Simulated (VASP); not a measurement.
# Ti6H in VASP: a series of runs

Runs on Ti6H. Level: PBE. Tasks: single point.

Everything below comes from runs of VASP 6.6.1. Logs are shortened: lines on timing, memory, paths and dates and some standing lists are left out, and cuts for length are marked.

**1. The cell of the first run**

The cell holds a slab with vacuum, 14 atoms: a = 5.876 Å, b = 4.650 Å, c = 23.784 Å, α = 90.00°, β = 90.00°, γ = 90.00°.

**2. Single point, PBE**

INCAR reads:

```
PREC = Accurate ; ENCUT = 520
EDIFF = 1E-7 ; ISMEAR = 0
SIGMA = 0.1 ; LREAL = False
LASPH = True ; NELM = 60
ALGO = Normal ; ISIF = 2
LWAVE = False ; LCHARG = False
LDIPOL = True ; IDIPOL = 3
DIPOL = 0.5 0.5 0.321 ; GGA = PE
NBANDS = 86
```

KPOINTS reads:

```
regular mesh
0
Gamma
  5 6 1
```

POSCAR reads:

```
Ti6H
1.0
    5.8763264169      0.0000000000      0.0000000000
    0.0000000000      4.6504654180      0.0000000000
    0.0000000000      0.0000000000     23.7842241737
Ti H
12 2
Direct
    0.0000000000      0.7500000000      0.1681787041
    0.5000000000      0.7500000000      0.1681787041
    0.2500000000      0.2500000000      0.2038399329
    0.7500000000      0.2500000000      0.2038399329
    0.2500000000      0.7500000000      0.2751623905
    0.7500000000      0.7500000000      0.2751623905
    0.0000000000      0.2500000000      0.3097469736
    0.5000000000      0.2500000000      0.3097469736
    0.0000000000      0.7500000000      0.3777037247
    0.5000000000      0.7500000000      0.3777037247
    0.2500000000      0.2500000000      0.4113745356
    0.7500000000      0.2500000000      0.4113745356
    0.1495120492      0.2500000000      0.4975661214
    0.3504879508      0.2500000000      0.4975661214
```

Potentials or basis: VASP PAW PBE potentials, release 64 (Ti_sv, H).

Run with:

```
cat potpaw_PBE.64/Ti_sv/POTCAR potpaw_PBE.64/H/POTCAR > POTCAR
mpirun -np 1 vasp_std > vasp.out
```

OUTCAR:

```text
PREC = Accurate
   ENCUT = 520
   EDIFF = 1E-7
   ISMEAR = 0
   LREAL = False
   LASPH = True
   NELM = 60
   ISIF = 2
   GGA = PE

 ion  position               nearest neighbor table
   1  0.000  0.750  0.168-   3 2.88   4 2.88   3 2.88   4 2.88
   2  0.500  0.750  0.168-   3 2.88   4 2.88   3 2.88   4 2.88
   3  0.250  0.250  0.204-   1 2.88   2 2.88   1 2.88   2 2.88   5 2.88   5 2.88   8 2.92   7 2.92

   4  0.750  0.250  0.204-   1 2.88   2 2.88   1 2.88   2 2.88   6 2.88   6 2.88   8 2.92   7 2.92

   5  0.250  0.750  0.275-   9 2.85  10 2.85   7 2.87   8 2.87   7 2.87   8 2.87   3 2.88   3 2.88

   6  0.750  0.750  0.275-   9 2.85  10 2.85   7 2.87   8 2.87   7 2.87   8 2.87   4 2.88   4 2.88

   7  0.000  0.250  0.310-  11 2.83  12 2.83   9 2.83   9 2.83   5 2.87   5 2.87   6 2.87   6 2.87
                             3 2.92   4 2.92
   8  0.500  0.250  0.310-  11 2.83  12 2.83  10 2.83  10 2.83   5 2.87   5 2.87   6 2.87   6 2.87
                             3 2.92   4 2.92
   9  0.000  0.750  0.378-   7 2.83   7 2.83   5 2.85   6 2.85  12 2.86  11 2.86  11 2.86  12 2.86

  10  0.500  0.750  0.378-   8 2.83   8 2.83   5 2.85   6 2.85  12 2.86  11 2.86  11 2.86  12 2.86

  11  0.250  0.250  0.411-   7 2.83   8 2.83   9 2.86  10 2.86   9 2.86  10 2.86
  12  0.750  0.250  0.411-   7 2.83   8 2.83   9 2.86  10 2.86   9 2.86  10 2.86
  13  0.150  0.250  0.498-
  14  0.350  0.250  0.498-

  LATTYP: Found a simple orthorhombic cell.
 ALAT       =     4.6504654180
 B/A-ratio  =     1.2635996376
 C/A-ratio  =     5.1143750218

  Lattice vectors:

 A1 = (   0.0000000000,  -4.6504654180,   0.0000000000)
 A2 = (   5.8763264169,   0.0000000000,   0.0000000000)
 A3 = (   0.0000000000,   0.0000000000,  23.7842241737)

Analysis of symmetry for initial positions (statically):
=====================================================================
 Subroutine PRICEL returns:
 Original cell was already a primitive cell.

 Routine SETGRP: Setting up the symmetry group for a
 simple orthorhombic supercell.

 Subroutine GETGRP returns: Found  4 space group operations
 (whereof  1 operations were pure point group operations)
 out of a pool of  8 trial point group operations.

The static configuration has the point symmetry C_1 .
 The point group associated with its full space group is C_2v.

Analysis of symmetry for dynamics (positions and initial velocities):
=====================================================================
 Subroutine PRICEL returns:
 Original cell was already a primitive cell.

 Routine SETGRP: Setting up the symmetry group for a
 simple orthorhombic supercell.

 Subroutine GETGRP returns: Found  4 space group operations
 (whereof  1 operations were pure point group operations)
 out of a pool of  8 trial point group operations.

The dynamic configuration has the point symmetry C_1 .
 The point group associated with its full space group is C_2v.

 Subroutine INISYM returns: Found  4 space group operations
 (whereof  1 operations are pure point group operations),
 and found     1 'primitive' translations

----------------------------------------------------------------------------------------

                                     Primitive cell

  volume of cell :     649.9670

  direct lattice vectors                    reciprocal lattice vectors
     5.876326417  0.000000000  0.000000000     0.170174345  0.000000000  0.000000000
     0.000000000  4.650465418  0.000000000     0.000000000  0.215032241  0.000000000
     0.000000000  0.000000000 23.784224174     0.000000000  0.000000000  0.042044676

  length of vectors
     5.876326417  4.650465418 23.784224174     0.170174345  0.215032241  0.042044676

  position of ions in fractional coordinates (direct lattice)
     0.000000000  0.750000000  0.168178704
     0.500000000  0.750000000  0.168178704
     0.250000000  0.250000000  0.203839933
     0.750000000  0.250000000  0.203839933
     0.250000000  0.750000000  0.275162391
     0.750000000  0.750000000  0.275162391
     0.000000000  0.250000000  0.309746974
     0.500000000  0.250000000  0.309746974
     0.000000000  0.750000000  0.377703725
     0.500000000  0.750000000  0.377703725
     0.250000000  0.250000000  0.411374536
     0.750000000  0.250000000  0.411374536
[... 46 lines left out ...]
 Following reciprocal coordinates:
            Coordinates               Weight
  0.000000  0.000000  0.000000      1.000000
  0.200000  0.000000  0.000000      2.000000
  0.400000  0.000000  0.000000      2.000000
  0.000000  0.166667  0.000000      2.000000
  0.200000  0.166667  0.000000      4.000000
  0.400000  0.166667  0.000000      4.000000
  0.000000  0.333333  0.000000      2.000000
  0.200000  0.333333  0.000000      4.000000
  0.400000  0.333333  0.000000      4.000000
  0.000000  0.500000  0.000000      1.000000
  0.200000  0.500000  0.000000      2.000000
  0.400000  0.500000  0.000000      2.000000
   k-points           NKPTS =     12   k-points in BZ     NKDIM =     12   number of bands    NBANDS=     86
   number of dos      NEDOS =    301   number of ions     NIONS =     14
   total plane-waves  NPLWV = 311040
   dimension x,y,z NGX =    48 NGY =   36 NGZ =  180
   dimension x,y,z NGXF=    96 NGYF=   72 NGZF=  360
   ions per type =              12   2
   NGX,Y,Z   is equivalent  to a cutoff of  13.58, 12.87, 12.58 a.u.
   NGXF,Y,Z  is equivalent  to a cutoff of  27.16, 25.74, 25.16 a.u.
 SYSTEM =  unknown system
   PREC   = accura    normal or accurate (medium, high low for compatibility)
   ISTART =      0    job   : 0-new  1-cont  2-samecut
   ICHARG =      2    charge: 1-file 2-atom 10-const
   ISPIN  =      1    spin polarized calculation?
   LNONCOLLINEAR =      F non collinear calculations
   LSORBIT =      F    spin-orbit coupling
   LASPH  =      T    aspherical Exc in radial PAW
   ENCUT  =  520.0 eV  38.22 Ry    6.18 a.u.  10.93  8.65 44.22*2*pi/ulx,y,z
   NELM   =     60;   NELMIN=  2; NELMDL= -5     # of ELM steps
   EDIFF  = 0.1E-06   stopping-criterion for ELM
   LREAL  =      F    real-space projection
   EDIFFG = 0.1E-05   stopping-criterion for IOM
   NSW    =      0    number of steps for IOM
   IBRION =     -1    ionic relax: 0-MD 1-quasi-New 2-CG
   NFREE  =      0    steps in history (QN), initial steepest desc. (CG)
   ISIF   =      2    stress and relaxation
   ISYM   =      2    0-nonsym 1-usesym 2-fastsym
   POTIM  = 0.5000    time-step for ionic-motion
   TEBEG  =    0.0;   TEEND  =   0.0 temperature during run
   PSTRESS=    0.0 pullay stress
   NELECT =     146.0000    total number of electrons
   NUPDOWN=      -1.0000    fix difference up-down
   EMIN   =  10.00;   EMAX   =-10.00  energy-range for DOS
   EFERMI =   0.00;   METHOD = LEGACY
   ISMEAR =     0;   SIGMA  =   0.10  broadening in eV -4-tet -1-fermi 0-gaus
   EFERMI_NEDOS =   21; number of points for ismear=-14 and -15
   IALGO  =     38    algorithm
   IMIX   =      4    mixing-type and parameters
     AMIX     =   0.40;   BMIX     =  1.00
     AMIX_MAG =   1.60;   BMIX_MAG =  1.00
  volume/ion in A,a.u.               =      46.43       313.30
  Fermi-wavevector in a.u.,A,eV,Ry     =   0.995166  1.880590 13.474591  0.990355
  Thomas-Fermi vector in A             =   2.127167
   LORBIT       =      0    0 simple, 1 ext, 2 COOP (PROOUT), +10 PAW based schemes
   GGA     = PE    functional components
   LHFCALC =     F    Hartree Fock is set to
   AEXX    =    0.0000 exact exchange contribution
   IVDW    =     0    specifies the selected vdW correction
   LEPSILON=     F    determine dielectric tensor
   LRPA    =     F    only Hartree local field effects (RPA)
 non-spin polarized calculation
 Gauss-broadening in eV      SIGMA  =   0.10
  energy-cutoff  :      520.00
  volume of cell :      649.97
 maximum number of plane-waves:     17550
 NGX is ok and might be reduce to    48
   NGX = 21   NGY = 17   NGZ = 89

 dipolmoment           0.000000      0.000000     -0.016350 electrons x Angstroem

 number of electron     146.0000028 magnetization

 dipolmoment           0.000000      0.000000      0.119960 electrons x Angstroem

 Free energy of the ion-electron system (eV)
  ---------------------------------------------------
  ext. energy  EPLUGINS =         0.00000000
  ---------------------------------------------------
  free energy    TOTEN  =       -93.77752418 eV

  energy without entropy =      -93.68147767  energy(sigma->0) =      -93.72950093

 E-fermi :  -0.0007     XC(G=0):  -4.6738

 val. band max:       -0.0055333637   @ k =   0.2000   0.5000   0.0000
 cond. band min:      -0.0003870204   @ k =   0.4000   0.5000   0.0000
 fundamental gap:      0.0051463433
 Fermi energy:        -0.0006681263

 k-point     1 :       0.0000    0.0000    0.0000
  band No.  band energies     occupation
      1     -57.0541      2.00000
      2     -57.0095      2.00000
      3     -56.9766      2.00000
      4     -56.8487      2.00000
      5     -56.7852      2.00000
      6     -56.7766      2.00000
[... 1045 lines left out ...]
     84       0.4520      0.00000
     85       0.6509      0.00000
 [bands above 85 left out]

------------------------ aborting loop because EDIFF is reached ----------------------------------------

 vacuum level on the upper side and lower side of the slab       (xc-potential included)         0.383        -0.393

  FORCE on cell =-STRESS in cart. coord.  units (eV):
  Direction    XX          YY          ZZ          XY          YZ          ZX
  --------------------------------------------------------------------------------------
  -------------------------------------------------------------------------------------
  Total       -7.8094140     -5.2574051     -4.5824646      0.0000000      0.0000000      0.0000000
  in kB      -19.2503091    -12.9595734    -11.2958362      0.0000000      0.0000000      0.0000000
  external PRESSURE =     -14.5019062 kB  Pullay stress =       0.0000000 kB

 VOLUME and BASIS-vectors are now :
 -----------------------------------------------------------------------------
  energy-cutoff  :      520.00
  volume of cell :      649.97
      direct lattice vectors                 reciprocal lattice vectors
     5.876326417  0.000000000  0.000000000     0.170174345  0.000000000  0.000000000
     0.000000000  4.650465418  0.000000000     0.000000000  0.215032241  0.000000000
     0.000000000  0.000000000 23.784224174     0.000000000  0.000000000  0.042044676

 POSITION                                       TOTAL-FORCE (eV/Angst)
 -----------------------------------------------------------------------------------
      0.00000      3.48785      4.00000        -0.005783      0.000000      0.307721
      2.93816      3.48785      4.00000         0.005783      0.000000      0.307721
      1.46908      1.16262      4.84817         0.000000      0.000000      0.108986
      4.40724      1.16262      4.84817         0.000000      0.000000      0.126439
      1.46908      3.48785      6.54452         0.000000      0.000000     -0.399190
      4.40724      3.48785      6.54452         0.000000      0.000000     -0.406817
      0.00000      1.16262      7.36709        -0.053051      0.000000     -0.147334
      2.93816      1.16262      7.36709         0.053051     -0.000000     -0.147334
      0.00000      3.48785      8.98339        -0.064329     -0.000000     -0.100579
      2.93816      3.48785      8.98339         0.064329      0.000000     -0.100579
      1.46908      1.16262      9.78422         0.000000      0.000000      1.298083
      4.40724      1.16262      9.78422         0.000000      0.000000      0.739828
      0.87858      1.16262     11.83422         1.753447     -0.000000     -0.793472
      2.05958      1.16262     11.83422        -1.753447      0.000000     -0.793472
 -----------------------------------------------------------------------------------
    total drift:                                0.000000      0.000000      0.000720

  FREE ENERGIE OF THE ION-ELECTRON SYSTEM (eV)
  ---------------------------------------------------
  free  energy   TOTEN  =       -93.7775241837 eV

  energy  without entropy=      -93.6814776727  energy(sigma->0) =      -93.72950093

 vacuum level on the upper side and lower side of the slab         4.535         3.699
```

Wall time 31 min (1 thread of Intel Xeon 6975P-C (Granite Rapids), shared host); peak memory 0.88 GiB.

What came out:

| Property | Result |
| --- | --- |
| Free energy | -93.7775 eV |
| Largest force | 1.925 eV/Å |
| Band gap on the k mesh | zero (bands 73 and 74 overlap by 0.21 eV) |

Forces on the atoms (eV/Å):
```
Ti  -0.006  0.000  0.308
Ti   0.006  0.000  0.308
Ti   0.000  0.000  0.109
Ti   0.000  0.000  0.126
Ti   0.000  0.000 -0.399
Ti   0.000  0.000 -0.407
Ti  -0.053  0.000 -0.147
Ti   0.053  0.000 -0.147
Ti  -0.064  0.000 -0.101
Ti   0.064  0.000 -0.101
Ti   0.000  0.000  1.298
Ti   0.000  0.000  0.740
H    1.753  0.000 -0.793
H   -1.753  0.000 -0.793
```

Levels at points of the mesh, in eV from the Fermi level:
```tsv
k point	band 70	band 71	band 72	band 73	band 74	band 75
(0.00, 0.00, 0.00)	-0.55	-0.23	-0.17	0.13	0.32	0.33
(0.00, 0.50, 0.00)	-0.46	-0.38	0.02	0.07	0.20	0.25
```

**3. Single point, PBE**

INCAR reads:

```
SYSTEM = Ti6H
PREC = Accurate ; ENCUT = 520
EDIFF = 1E-7 ; ISMEAR = 0
SIGMA = 0.1 ; LREAL = .FALSE.
LASPH = .TRUE. ; NELM = 60
ALGO = Normal ; ISIF = 2
LWAVE = .FALSE. ; LCHARG = .FALSE.
LDIPOL = .TRUE. ; IDIPOL = 3
DIPOL = 0.5 0.5 0.324 ; GGA = PE
NBANDS = 86
```

KPOINTS reads:

```
Automatic mesh
0
G
  5 6 1
  0 0 0
```

Edit POSCAR of step 2 so:

```diff
@@ -20,3 +20,3 @@
     0.7500000000      0.2500000000      0.4113745356
-    0.1495120492      0.2500000000      0.4975661214
-    0.3504879508      0.2500000000      0.4975661214
+    0.1495120492      0.2500000000      0.5206906933
+    0.3504879508      0.2500000000      0.5206906933
```

Potentials or basis: VASP PAW PBE potentials, release 64 (Ti_sv, H).

Run with:

```
cat potpaw_PBE.64/Ti_sv/POTCAR potpaw_PBE.64/H/POTCAR > POTCAR
mpirun -np 1 vasp_std > vasp.out
```

OUTCAR:

```text
SYSTEM = Ti6H
   PREC = Accurate
   ENCUT = 520
   EDIFF = 1E-7
   ISMEAR = 0
   LREAL = .FALSE.
   LASPH = .TRUE.
   NELM = 60
   ISIF = 2
   GGA = PE

 ion  position               nearest neighbor table
   1  0.000  0.750  0.168-   3 2.88   4 2.88   3 2.88   4 2.88
   2  0.500  0.750  0.168-   3 2.88   4 2.88   3 2.88   4 2.88
   3  0.250  0.250  0.204-   1 2.88   2 2.88   1 2.88   2 2.88   5 2.88   5 2.88   8 2.92   7 2.92

   4  0.750  0.250  0.204-   1 2.88   2 2.88   1 2.88   2 2.88   6 2.88   6 2.88   8 2.92   7 2.92

[... 1300 lines left out ...]
      direct lattice vectors                 reciprocal lattice vectors
     5.876326417  0.000000000  0.000000000     0.170174345  0.000000000  0.000000000
     0.000000000  4.650465418  0.000000000     0.000000000  0.215032241  0.000000000
     0.000000000  0.000000000 23.784224174     0.000000000  0.000000000  0.042044676

 POSITION                                       TOTAL-FORCE (eV/Angst)
 -----------------------------------------------------------------------------------
      0.00000      3.48785      4.00000         0.001783     -0.000000      0.327262
      2.93816      3.48785      4.00000        -0.001783     -0.000000      0.327262
      1.46908      1.16262      4.84817         0.000000     -0.000000      0.096047
      4.40724      1.16262      4.84817         0.000000     -0.000000      0.115834
      1.46908      3.48785      6.54452         0.000000     -0.000000     -0.421913
      4.40724      3.48785      6.54452         0.000000     -0.000000     -0.377808
      0.00000      1.16262      7.36709        -0.019245     -0.000000     -0.116660
      2.93816      1.16262      7.36709         0.019245      0.000000     -0.116660
      0.00000      3.48785      8.98339        -0.034322     -0.000000     -0.077430
      2.93816      3.48785      8.98339         0.034322     -0.000000     -0.077430
      1.46908      1.16262      9.78422         0.000000     -0.000000      1.041535
      4.40724      1.16262      9.78422         0.000000     -0.000000      0.327747
      0.87858      1.16262     12.38422         3.327660     -0.000000     -0.523893
      2.05958      1.16262     12.38422        -3.327660     -0.000000     -0.523893
 -----------------------------------------------------------------------------------
    total drift:                                0.000000      0.000000      0.000797

  FREE ENERGIE OF THE ION-ELECTRON SYSTEM (eV)
  ---------------------------------------------------
  free  energy   TOTEN  =       -92.9895394030 eV

  energy  without entropy=      -92.8879719892  energy(sigma->0) =      -92.93875570

 vacuum level on the upper side and lower side of the slab         4.267         3.835
```

Run time: 56 min. Hardware: 1 thread of Intel Xeon Platinum 8488C (Sapphire Rapids), shared host; peak memory 0.87 GiB.

Results:

```
Free energy            : -92.9895 eV
Largest force          : 3.369 eV/Å
Band gap on the k mesh : zero (bands 73 and 74 overlap by 0.21 eV)
```

Forces on the atoms (eV/Å):
```
Ti   0.002  0.000  0.327
Ti  -0.002  0.000  0.327
Ti   0.000  0.000  0.096
Ti   0.000  0.000  0.116
Ti   0.000  0.000 -0.422
Ti   0.000  0.000 -0.378
Ti  -0.019  0.000 -0.117
Ti   0.019  0.000 -0.117
Ti  -0.034  0.000 -0.077
Ti   0.034  0.000 -0.077
Ti   0.000  0.000  1.042
Ti   0.000  0.000  0.328
H    3.328  0.000 -0.524
H   -3.328  0.000 -0.524
```

Levels at points of the mesh, in eV from the Fermi level:
```
           k point  band 70  band 71  band 72  band 73  band 74  band 75
(0.00, 0.00, 0.00)    -0.56    -0.28     0.07     0.12     0.32     0.33
(0.00, 0.50, 0.00)    -0.43    -0.39     0.01     0.04     0.19     0.22
```
